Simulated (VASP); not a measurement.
# Sn (I4_1/amd) in VASP: notebook

Sn is run at these levels: PBEsol; tasks: single point.

All numbers are computed with VASP 6.6.1; they aren't measurements. Logs are shortened: lines on timing, memory, paths and dates and some standing lists are left out, and cuts for length are marked.

## (1) The cell of the first run

The structure is tetragonal, space group I4_1/amd (No. 141). The conventional cell has a = 4.313 Å, b = 4.313 Å, c = 6.820 Å, α = 90.00°, β = 90.00°, γ = 90.00°. Sn (site symmetry -4m2) has 4 Sn at 2.75 Å within 3.6 Å.

## (2) Single point, PBEsol

File INCAR:

```
PREC = Accurate
ENCUT = 520
EDIFF = 1E-6
ISMEAR = 0
SIGMA = 0.05
LREAL = F
LASPH = T
NELM = 100
ALGO = Normal
ISIF = 2
LWAVE = F
LCHARG = T
GGA = PS
LELF = T
LVHAR = T
NBANDS = 36
```

File KPOINTS:

```
Automatic mesh
0
Gamma
  10 10 7
  0.5 0.5 0.5
```

File POSCAR:

```
Sn
1.0
    4.3133510000      0.0000000000      0.0000000000
    0.0000000000      4.3133510000      0.0000000000
    0.0000000000      0.0000000000      6.8200000000
Sn
4
Direct
    0.0000000000      0.0000000000      0.0000000000
    0.5000000000      0.5000000000      0.5000000000
    0.5000000000      0.0000000000      0.2500000000
    0.0000000000      0.5000000000      0.7500000000
```

Potentials or basis: VASP PAW PBE potentials, release 64 (Sn_d).

Command:

```bash
cat potpaw_PBE.64/Sn_d/POTCAR > POTCAR
mpirun -np 1 vasp_std > vasp.out
```

OUTCAR:

```text
PREC = Accurate
   ENCUT = 520
   EDIFF = 1E-6
   ISMEAR = 0
   LREAL = F
   LASPH = T
   NELM = 100
   ISIF = 2
   GGA = PS

 ion  position               nearest neighbor table
   1  0.000  0.000  0.000-   3 2.75   4 2.75   4 2.75   3 2.75
   2  0.500  0.500  0.500-   3 2.75   4 2.75   3 2.75   4 2.75
   3  0.500  0.000  0.250-   1 2.75   2 2.75   2 2.75   1 2.75
   4  0.000  0.500  0.750-   1 2.75   2 2.75   1 2.75   2 2.75

  LATTYP: Found a simple tetragonal cell.
 ALAT       =     4.3133510000
 C/A-ratio  =     1.5811372643

  Lattice vectors:

 A1 = (   4.3133510000,   0.0000000000,   0.0000000000)
 A2 = (   0.0000000000,   4.3133510000,   0.0000000000)
 A3 = (   0.0000000000,   0.0000000000,   6.8200000000)

Analysis of symmetry for initial positions (statically):
=====================================================================
 Subroutine PRICEL returns following result:

  LATTYP: Found a body centered tetragonal cell.
 ALAT       =     4.3133510000
 C/A-ratio  =     1.5811372643

  Lattice vectors:

 A1 = (   2.1566755000,  -2.1566755000,  -3.4100000000)
 A2 = (  -2.1566755000,   2.1566755000,  -3.4100000000)
 A3 = (   2.1566755000,   2.1566755000,   3.4100000000)

   2 primitive cells build up your supercell.

 Routine SETGRP: Setting up the symmetry group for a
 simple tetragonal supercell.

 Subroutine GETGRP returns: Found 16 space group operations
 (whereof  8 operations were pure point group operations)
 out of a pool of 16 trial point group operations.

The static configuration has the point symmetry D_2d.
 The point group associated with its full space group is D_4h.

Analysis of symmetry for dynamics (positions and initial velocities):
=====================================================================
 Subroutine PRICEL returns following result:

  LATTYP: Found a body centered tetragonal cell.
 ALAT       =     4.3133510000
 C/A-ratio  =     1.5811372643

  Lattice vectors:

 A1 = (   2.1566755000,  -2.1566755000,  -3.4100000000)
 A2 = (  -2.1566755000,   2.1566755000,  -3.4100000000)
 A3 = (   2.1566755000,   2.1566755000,   3.4100000000)

   2 primitive cells build up your supercell.

 Routine SETGRP: Setting up the symmetry group for a
 simple tetragonal supercell.

 Subroutine GETGRP returns: Found 16 space group operations
 (whereof  8 operations were pure point group operations)
 out of a pool of 16 trial point group operations.

The dynamic configuration has the point symmetry D_2d.
 The point group associated with its full space group is D_4h.

 Subroutine INISYM returns: Found 16 space group operations
 (whereof  8 operations are pure point group operations),
 and found     2 'primitive' translations

----------------------------------------------------------------------------------------

                                     Primitive cell

  volume of cell :      63.4430

  direct lattice vectors                    reciprocal lattice vectors
     2.156675500 -2.156675500 -3.410000000     0.231838309  0.000000000 -0.146627566
    -2.156675500  2.156675500 -3.410000000     0.000000000  0.231838309 -0.146627566
     2.156675500  2.156675500  3.410000000     0.231838309  0.231838309  0.000000000

  length of vectors
     4.574997096  4.574997096  4.574997096     0.274314864  0.274314864  0.327868880

  position of ions in fractional coordinates (direct lattice)
     0.000000000  0.000000000  0.000000000
     0.250000000  0.750000000  0.500000000

  ion indices of the primitive-cell ions
   primitive index   ion index
                 1           1
                 2           3

----------------------------------------------------------------------------------------

 KPOINTS: Automatic mesh

Automatic generation of k-mesh.
 Grid dimensions read from file:
 generate k-points for:   10   10    7

 Generating k-lattice:

  Cartesian coordinates                     Fractional coordinates (reciprocal lattice)
     0.023183831  0.000000000  0.000000000     0.100000000  0.000000000  0.000000000
     0.000000000  0.023183831  0.000000000     0.000000000  0.100000000  0.000000000
     0.000000000  0.000000000  0.020946795     0.000000000  0.000000000  0.142857143

  Length of vectors
     0.023183831  0.023183831  0.020946795

  Shift w.r.t. Gamma in fractional coordinates (k-lattice)
     0.500000000  0.500000000  0.500000000

 Subroutine IBZKPT returns following result:
 ===========================================

 Found     60 irreducible k-points:

 Following reciprocal coordinates:
            Coordinates               Weight
  0.050000  0.050000  0.071429      8.000000
  0.150000  0.050000  0.071429     16.000000
  0.250000  0.050000  0.071429     16.000000
  0.350000  0.050000  0.071429     16.000000
  0.450000  0.050000  0.071429     16.000000
  0.150000  0.150000  0.071429      8.000000
[... 16 lines left out ...]
  0.350000  0.150000  0.214286     16.000000
  0.450000  0.150000  0.214286     16.000000
 [... further k-points ...]
   k-points           NKPTS =     60   k-points in BZ     NKDIM =     60   number of bands    NBANDS=     36
   number of dos      NEDOS =    301   number of ions     NIONS =      4
   total plane-waves  NPLWV =  55296
   dimension x,y,z NGX =    32 NGY =   32 NGZ =   54
   dimension x,y,z NGXF=    64 NGYF=   64 NGZF=  108
   ions per type =               4
   NGX,Y,Z   is equivalent  to a cutoff of  12.33, 12.33, 13.16 a.u.
   NGXF,Y,Z  is equivalent  to a cutoff of  24.67, 24.67, 26.33 a.u.
 SYSTEM =  unknown system
   PREC   = accura    normal or accurate (medium, high low for compatibility)
   ISTART =      0    job   : 0-new  1-cont  2-samecut
   ICHARG =      2    charge: 1-file 2-atom 10-const
   ISPIN  =      1    spin polarized calculation?
   LNONCOLLINEAR =      F non collinear calculations
   LSORBIT =      F    spin-orbit coupling
   LASPH  =      T    aspherical Exc in radial PAW
   ENCUT  =  520.0 eV  38.22 Ry    6.18 a.u.   8.02  8.02 12.68*2*pi/ulx,y,z
   NELM   =    100;   NELMIN=  2; NELMDL= -5     # of ELM steps
   EDIFF  = 0.1E-05   stopping-criterion for ELM
   LREAL  =      F    real-space projection
   EDIFFG = 0.1E-04   stopping-criterion for IOM
   NSW    =      0    number of steps for IOM
   IBRION =     -1    ionic relax: 0-MD 1-quasi-New 2-CG
   NFREE  =      0    steps in history (QN), initial steepest desc. (CG)
   ISIF   =      2    stress and relaxation
   ISYM   =      2    0-nonsym 1-usesym 2-fastsym
   POTIM  = 0.5000    time-step for ionic-motion
   TEBEG  =    0.0;   TEEND  =   0.0 temperature during run
   PSTRESS=    0.0 pullay stress
   NELECT =      56.0000    total number of electrons
   NUPDOWN=      -1.0000    fix difference up-down
   EMIN   =  10.00;   EMAX   =-10.00  energy-range for DOS
   EFERMI =   0.00;   METHOD = LEGACY
   ISMEAR =     0;   SIGMA  =   0.05  broadening in eV -4-tet -1-fermi 0-gaus
   EFERMI_NEDOS =   21; number of points for ismear=-14 and -15
   IALGO  =     38    algorithm
   IMIX   =      4    mixing-type and parameters
     AMIX     =   0.40;   BMIX     =  1.00
     AMIX_MAG =   1.60;   BMIX_MAG =  1.00
  volume/ion in A,a.u.               =      31.72       214.07
  Fermi-wavevector in a.u.,A,eV,Ry     =   1.246425  2.355402 21.137678  1.553575
  Thomas-Fermi vector in A             =   2.380603
   LORBIT       =      0    0 simple, 1 ext, 2 COOP (PROOUT), +10 PAW based schemes
   GGA     = PS    functional components
   LHFCALC =     F    Hartree Fock is set to
   AEXX    =    0.0000 exact exchange contribution
   IVDW    =     0    specifies the selected vdW correction
   LEPSILON=     F    determine dielectric tensor
   LRPA    =     F    only Hartree local field effects (RPA)
 non-spin polarized calculation
 Gauss-broadening in eV      SIGMA  =   0.05
  energy-cutoff  :      520.00
  volume of cell :      126.89
 maximum number of plane-waves:      3453
 NGX is ok and might be reduce to    32
   NGX = 17   NGY = 17   NGZ = 25

 number of electron      56.0000037 magnetization

 Free energy of the ion-electron system (eV)
  ---------------------------------------------------
  ext. energy  EPLUGINS =         0.00000000
  ---------------------------------------------------
  free energy    TOTEN  =       -16.62969539 eV

  energy without entropy =      -16.62960973  energy(sigma->0) =      -16.62965256

 E-fermi :   6.4393     XC(G=0):  -9.4073

 val. band max:        6.3674404912   @ k =   0.0500   0.0500   0.0714
 cond. band min:       6.5209619409   @ k =   0.4500   0.0500   0.5000
 fundamental gap:      0.1535214497
 Fermi energy:         6.4393498417

 k-point     1 :       0.0500    0.0500    0.0714
  band No.  band energies     occupation
      1     -15.5441      2.00000
      2     -15.5437      2.00000
      3     -15.4670      2.00000
      4     -15.4662      2.00000
      5     -15.4217      2.00000
      6     -15.4062      2.00000
[... 28 lines left out ...]
     35      11.5578      0.00000
     36      12.8420      0.00000

 k-point     2 :       0.1500    0.0500    0.0714
  band No.  band energies     occupation
      1     -15.5461      2.00000
      2     -15.5431      2.00000
      3     -15.4791      2.00000
      4     -15.4577      2.00000
      5     -15.4246      2.00000
      6     -15.3945      2.00000
[... 28 lines left out ...]
     35      12.2089      0.00000
     36      12.7138      0.00000

 k-point     3 :       0.2500    0.0500    0.0714
  band No.  band energies     occupation
      1     -15.5429      2.00000
      2     -15.5407      2.00000
      3     -15.4958      2.00000
      4     -15.4407      2.00000
      5     -15.4341      2.00000
      6     -15.3874      2.00000
[... 28 lines left out ...]
     35      11.6730      0.00000
     36      12.4584      0.00000
[... 742 lines left out ...]
 k-point    23 :       0.3500    0.1500    0.2143
  band No.  band energies     occupation
      1     -15.5388      2.00000
      2     -15.5119      2.00000
      3     -15.5099      2.00000
      4     -15.4579      2.00000
      5     -15.4217      2.00000
      6     -15.3784      2.00000
[... 28 lines left out ...]
     35      11.3018      0.00000
     36      11.8494      0.00000

 k-point    24 :       0.4500    0.1500    0.2143
  band No.  band energies     occupation
      1     -15.5316      2.00000
      2     -15.5220      2.00000
      3     -15.4918      2.00000
      4     -15.4706      2.00000
      5     -15.4018      2.00000
      6     -15.3846      2.00000
[... 28 lines left out ...]
     35      10.8653      0.00000
     36      11.1612      0.00000

 [... further k-points ...]

------------------------ aborting loop because EDIFF is reached ----------------------------------------

  FORCE on cell =-STRESS in cart. coord.  units (eV):
  Direction    XX          YY          ZZ          XY          YZ          ZX
  --------------------------------------------------------------------------------------
  -------------------------------------------------------------------------------------
  Total        4.9867921      4.9867921      1.5768436      0.0000000      0.0000000      0.0000000
  in kB       62.9677062     62.9677062     19.9106400      0.0000000      0.0000000      0.0000000
  external PRESSURE =      48.6153508 kB  Pullay stress =       0.0000000 kB

 VOLUME and BASIS-vectors are now :
 -----------------------------------------------------------------------------
  energy-cutoff  :      520.00
  volume of cell :      126.89
      direct lattice vectors                 reciprocal lattice vectors
     4.313351000  0.000000000  0.000000000     0.231838309  0.000000000  0.000000000
     0.000000000  4.313351000  0.000000000     0.000000000  0.231838309  0.000000000
     0.000000000  0.000000000  6.820000000     0.000000000  0.000000000  0.146627566

 POSITION                                       TOTAL-FORCE (eV/Angst)
 -----------------------------------------------------------------------------------
      0.00000      0.00000      0.00000         0.000000      0.000000      0.000000
      2.15668      2.15668      3.41000        -0.000000      0.000000     -0.000000
      2.15668      0.00000      1.70500         0.000000     -0.000000      0.000000
      0.00000      2.15668      5.11500        -0.000000     -0.000000      0.000000
 -----------------------------------------------------------------------------------
    total drift:                                0.000000      0.000000     -0.000000

  FREE ENERGIE OF THE ION-ELECTRON SYSTEM (eV)
  ---------------------------------------------------
  free  energy   TOTEN  =       -16.6296953861 eV

  energy  without entropy=      -16.6296097250  energy(sigma->0) =      -16.62965256
```

Wall time 3.2 min (1 thread of Oxide Virtual Turin-like, shared host); peak memory 0.29 GiB.

What came out:

```yaml
Free_energy: -16.6297 eV
Pressure: 4.9 GPa
```

Caveat: the cell stands under pressure; the PAW data sets were made with another functional, which shifts forces and pressure a little; spin-orbit coupling is left out, which moves the levels of the heavy elements.

## (3) Single point, PBEsol

This run uses another cell than the first one, of 32.51 Å³/atom.

File INCAR:

```
  ALGO = Normal
  EDIFF = 1E-6
  ENCUT = 520
  GGA = PS
  ISIF = 2
  ISMEAR = 0
  LASPH = T
  LCHARG = F
  LREAL = F
  LWAVE = F
  NBANDS = 36
  NELM = 60
  PREC = Accurate
  SIGMA = 0.05
```

KPOINTS is that of step 2.

POSCAR, as its differences from that of step 2:

```diff
@@ -4,3 +4,3 @@
     0.0000000000      4.3133510000      0.0000000000
-    0.0000000000      0.0000000000      6.8200000000
+    0.0000000000      0.0000000000      6.9892000952
 Sn
```

Potentials or basis: VASP PAW PBE potentials, release 64 (Sn_d).

Command:

```bash
cat potpaw_PBE.64/Sn_d/POTCAR > POTCAR
mpirun -np 1 vasp_std > vasp.out
```

OUTCAR:

```text
EDIFF = 1E-6
   ENCUT = 520
   GGA = PS
   ISIF = 2
   ISMEAR = 0
   LASPH = T
   LREAL = F
   NELM = 60
   PREC = Accurate

 ion  position               nearest neighbor table
   1  0.000  0.000  0.000-   3 2.78   4 2.78   4 2.78   3 2.78
   2  0.500  0.500  0.500-   3 2.78   4 2.78   3 2.78   4 2.78
   3  0.500  0.000  0.250-   1 2.78   2 2.78   2 2.78   1 2.78
   4  0.000  0.500  0.750-   1 2.78   2 2.78   1 2.78   2 2.78

  LATTYP: Found a simple tetragonal cell.
 ALAT       =     4.3133510000
 C/A-ratio  =     1.6203643282

  Lattice vectors:

 A1 = (   4.3133510000,   0.0000000000,   0.0000000000)
 A2 = (   0.0000000000,   4.3133510000,   0.0000000000)
 A3 = (   0.0000000000,   0.0000000000,   6.9892000952)

Analysis of symmetry for initial positions (statically):
=====================================================================
 Subroutine PRICEL returns following result:

[... 191 lines left out ...]
  free energy    TOTEN  =       -16.64897487 eV

  energy without entropy =      -16.64811762  energy(sigma->0) =      -16.64854625

 E-fermi :   6.1330     XC(G=0):  -9.3041

 val. band max:        5.9813002766   @ k =   0.1500   0.0500   0.0714
 cond. band min:       6.1424092749   @ k =   0.4500   0.0500   0.5000
 fundamental gap:      0.1611089983
 Fermi energy:         6.1330247119

 k-point     1 :       0.0500    0.0500    0.0714
  band No.  band energies     occupation
      1     -15.7571      2.00000
      2     -15.7567      2.00000
      3     -15.6818      2.00000
      4     -15.6810      2.00000
      5     -15.6339      2.00000
      6     -15.6298      2.00000
[... 925 lines left out ...]
     35      10.6649      0.00000
     36      10.7679      0.00000

 [... further k-points ...]

------------------------ aborting loop because EDIFF is reached ----------------------------------------

  FORCE on cell =-STRESS in cart. coord.  units (eV):
  Direction    XX          YY          ZZ          XY          YZ          ZX
  --------------------------------------------------------------------------------------
  -------------------------------------------------------------------------------------
  Total        4.1279905      4.1279905     -0.0759446      0.0000000      0.0000000      0.0000000
  in kB       50.8618552     50.8618552     -0.9357298      0.0000000      0.0000000      0.0000000
  external PRESSURE =      33.5959936 kB  Pullay stress =       0.0000000 kB

 VOLUME and BASIS-vectors are now :
 -----------------------------------------------------------------------------
  energy-cutoff  :      520.00
  volume of cell :      130.03
      direct lattice vectors                 reciprocal lattice vectors
     4.313351000  0.000000000  0.000000000     0.231838309  0.000000000  0.000000000
     0.000000000  4.313351000  0.000000000     0.000000000  0.231838309  0.000000000
     0.000000000  0.000000000  6.989200095     0.000000000  0.000000000  0.143077890

 POSITION                                       TOTAL-FORCE (eV/Angst)
 -----------------------------------------------------------------------------------
      0.00000      0.00000      0.00000        -0.000000      0.000000      0.000000
      2.15668      2.15668      3.49460         0.000000      0.000000      0.000000
      2.15668      0.00000      1.74730        -0.000000     -0.000000      0.000000
      0.00000      2.15668      5.24190         0.000000     -0.000000      0.000000
 -----------------------------------------------------------------------------------
    total drift:                                0.000000      0.000000     -0.000000

  FREE ENERGIE OF THE ION-ELECTRON SYSTEM (eV)
  ---------------------------------------------------
  free  energy   TOTEN  =       -16.6489748750 eV

  energy  without entropy=      -16.6481176232  energy(sigma->0) =      -16.64854625
```

Run time: 3.7 min. Hardware: 1 thread of Oxide Virtual Turin-like, shared host; peak memory 0.3 GiB.

Results:

```
Free energy            : -16.6490 eV
Pressure               : 3.4 GPa
Band gap on the k mesh : zero (bands 28 and 29 overlap by 0.02 eV)
```

Stress tensor (GPa, compression positive):
```
 5.09  0.00  0.00
 0.00  5.09  0.00
 0.00  0.00 -0.09
```

Caveat: the stress differs along the axes, from -0 to 5 GPa; the PAW data sets were made with another functional, which shifts forces and pressure a little; spin-orbit coupling is left out, which moves the levels of the heavy elements.

The gap in the log of VASP goes by the Fermi energy; the results here count the filled bands.